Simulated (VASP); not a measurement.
A run of VASP 6.6.1 is set up as follows.

The input POSCAR:

```
Pb
1.0
    3.4800000000      0.0000000000      0.0000000000
   -1.7400000000      3.0137684052      0.0000000000
    0.0000000000      0.0000000000      5.5900000000
Pb
2
Direct
    0.6666666667      0.3333333333      0.7500000000
    0.3333333333      0.6666666667      0.2500000000
```

INCAR.step1

```
PREC = Accurate ; ENCUT = 520
EDIFF = 1E-5 ; ISMEAR = -1
SIGMA = 0.05 ; LREAL = F
LASPH = T ; NELM = 80
ALGO = Normal ; ISIF = 2
LWAVE = T ; LCHARG = F
NBANDS = 21 ; GGA = PE
```

INCAR.step2

```
PREC = Accurate ; ENCUT = 520
EDIFF = 1E-6 ; ISMEAR = -1
SIGMA = 0.05 ; LREAL = F
LASPH = T ; NELM = 80
ALGO = Normal ; ISIF = 2
LWAVE = F ; LCHARG = F
GGA = PS ; LHFCALC = T
AEXX = 0.25 ; PRECFOCK = Normal
NBANDS = 21 ; ISTART = 1
```

Contents of KPOINTS:

```
regular mesh
0
Gamma
  5 5 3
```

Potentials or basis: VASP PAW PBE potentials, release 64 (Pb_d).

Command:

```bash
$ cat potpaw_PBE.64/Pb_d/POTCAR > POTCAR
$ cp INCAR.step1 INCAR
$ mpirun -np 1 vasp_std > vasp.out
$ cp INCAR.step2 INCAR
$ mpirun -np 1 vasp_std > vasp.out
```

Estimate the band gap on the k mesh.

zero (bands 14 and 15 overlap by 7.63 eV).

What does it give for the pressure?

1.0 GPa.

Caveat: the k points lie up to 0.42 Å⁻¹ apart, too coarse for converged energies and pressures of a metal; the PAW data sets were made with another functional, which shifts forces and pressure a little; spin-orbit coupling is left out, which moves the levels of the heavy elements.
